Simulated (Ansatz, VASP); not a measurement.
# Two plane-wave programs on PbSe

POSCAR

```
PbSe
1.0
    2.0958088933     -5.9658086532      0.0000000000
    2.0958088933      5.9658086532      0.0000000000
    0.0000000000      0.0000000000      4.3285003173
Pb Se
2 2
Direct
    0.6317607300      0.3682392700      0.7500000000
    0.3682392700      0.6317607300      0.2500000000
    0.8612899600      0.1387100400      0.7500000000
    0.1387100400      0.8612899600      0.2500000000
```

INCAR.step1

```
SYSTEM = PbSe
PREC     = Accurate       ! precision mode
ENCUT    = 520            ! plane-wave cutoff, eV
ISMEAR   = 0              ! smearing method
SIGMA    = 0.01           ! smearing width, eV
LREAL    = .FALSE.        ! projectors in reciprocal space
LASPH    = .TRUE.         ! aspherical terms in the spheres
NELM     = 80             ! most SCF steps
NBANDS   = 28             ! bands
GGA      = PE             ! functional
ALGO     = Normal         ! electronic algorithm
EDIFF    = 1E-4           ! SCF threshold, eV
LWAVE    = .TRUE.         ! write WAVECAR
LCHARG   = .FALSE.        ! write CHGCAR
```

The input INCAR.step2:

```
SYSTEM = PbSe
PREC     = Accurate       ! precision mode
ENCUT    = 520            ! plane-wave cutoff, eV
EDIFF    = 1E-6           ! SCF threshold, eV
ISMEAR   = 0              ! smearing method
SIGMA    = 0.01           ! smearing width, eV
LREAL    = .FALSE.        ! projectors in reciprocal space
LASPH    = .TRUE.         ! aspherical terms in the spheres
NELM     = 80             ! most SCF steps
ALGO     = Normal         ! electronic algorithm
ISIF     = 2              ! what is computed and relaxed
LWAVE    = .FALSE.        ! write WAVECAR
LCHARG   = .FALSE.        ! write CHGCAR
METAGGA  = R2SCAN         ! meta-GGA
LMIXTAU  = .TRUE.       
NBANDS   = 28             ! bands
ISTART   = 1
```

File KPOINTS:

```
Automatic mesh
0
G
  6 6 4
  0 0 0
```

Input for Ansatz:

```yaml
crystal:
  lattice:
    - [2.095808893314591, -5.965808653224762, 0.0]
    - [2.095808893314591, 5.965808653224762, 0.0]
    - [0.0, 0.0, 4.328500317340866]
  atoms:
    - { symbol: Pb, position: [0.63176073, 0.36823927, 0.75] }
    - { symbol: Pb, position: [0.36823927, 0.63176073, 0.25] }
    - { symbol: Se, position: [0.86128996, 0.13871004, 0.75] }
    - { symbol: Se, position: [0.13871004, 0.86128996, 0.25] }
basis:
  ecutwfc: 530.622031796766
kpoints:
  mp_grid:
    grid: [6, 6, 4]
hamiltonian:
  xc: r2scan
scf:
  convergence:
    dr2_threshold: 1.0e-10
  occupations:
    method: fixed
output:
  stress: true
```

Alike in both runs: task single point; functional r2SCAN; k mesh 6 × 6 × 4; no spin polarisation.

|  | VASP | Ansatz |
| --- | --- | --- |
| version | VASP 6.6.1 | Ansatz 0.2.0 |
| potentials or method | VASP PAW PBE potentials, release 64 (Pb_d, Se), cutoff 520 eV | plane waves, PAW |
| occupations | gaussian, width 0.01 eV | fixed |
| valence electrons in the cell | 40 | 60 |

|  | VASP | Ansatz | Ansatz less VASP |
| --- | --- | --- | --- |
| pressure (GPa) | 4.9 | 4.9 | -0.05 |
| traceless stress, the component that is largest in VASP (GPa) | -0.32 | -0.35 | -0.029 |

VASP's potentials were made for PBE, not for r2SCAN. VASP's potentials hold 40 valence electrons a cell and Ansatz's 60, so a difference there can come from the potentials and not from the codes.

Spin-orbit coupling is off throughout.
